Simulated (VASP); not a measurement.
The system is Pd.

```
Pd
1.0
     0.00000    1.90676    1.90676
     1.90676    0.00000    1.90676
     1.90676    1.90676    0.00000
Pd
1
Direct
  0.00000 0.00000 0.00000
```

Base run:

* Program: VASP 6.6.1
* Functional: PBEsol
* Dispersion: D3(BJ)
* Potentials or basis: VASP PAW PBE potentials, release 64 (Pd)
* Cutoff: 520 eV
* k mesh: 12 × 12 × 12
* Occupations: fermi-dirac, width 0.05 eV
* Spin: no spin polarisation

Its results: band gap on the k mesh zero (band 5 reaches 11.03 eV, above the bottom of band 6 at 9.27 eV); pressure 2.8 GPa.

Q: The run is repeated on the same cell with these changes: functional from PBEsol to PBE. What comes out?

A: Band gap on the k mesh zero (band 5 reaches 11.18 eV, above the bottom of band 6 at 9.42 eV); pressure 12.8 GPa.

PBE binds less tightly than PBEsol, so the same cell stands under more pressure.

Caveats: pairwise dispersion overbinds metals, which lowers pressure and volume; the PAW data sets were made with another functional, which shifts forces and pressure a little (some runs).
